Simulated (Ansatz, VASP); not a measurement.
## One calculation of SiO2, two programs

```xyz
6
Lattice="4.1852 0.0000 0.0000 0.0000 4.1852 0.0000 0.0000 0.0000 2.6688" Properties=species:S:1:pos:R:3 pbc="T T T"
Si    0.0000    0.0000    0.0000
Si    2.0926    2.0926    1.3344
O     1.2811    1.2811    0.0000
O     0.8115    3.3737    1.3344
O     3.3737    0.8115    1.3344
O     2.9041    2.9041    0.0000
```

Alike in both runs: task single point; functional r2SCAN; k mesh 6 × 6 × 10; no spin polarisation.

|  | VASP | Ansatz |
| --- | --- | --- |
| version | VASP 6.6.1 | Ansatz 0.2.0 |
| potentials or method | VASP PAW PBE potentials, release 64 (Si, O) | plane waves, PAW |
| plane-wave cutoff (eV) | 520 | 500 |
| occupations | gaussian, width 0.01 eV | fixed |
| valence electrons in the cell | 32 | 32 |

Ansatz gave:

```
gap on the k mesh at the Fermi level (eV)                     : 6.51
pressure (GPa)                                                : 0.0
traceless stress, the component that is largest in VASP (GPa) : 0.00
rms of the force components (eV/Å)                            : 0.000
```

Task: What did VASP give for the same quantities?

Result: gap on the k mesh at the Fermi level (eV): 6.51; pressure (GPa): 0.4; traceless stress, the component that is largest in VASP (GPa): 0.60; rms of the force components (eV/Å): 0.010.

VASP's potentials were made for PBE, not for r2SCAN. Atom by atom the forces differ by 0.010 eV/Å (rms over components).
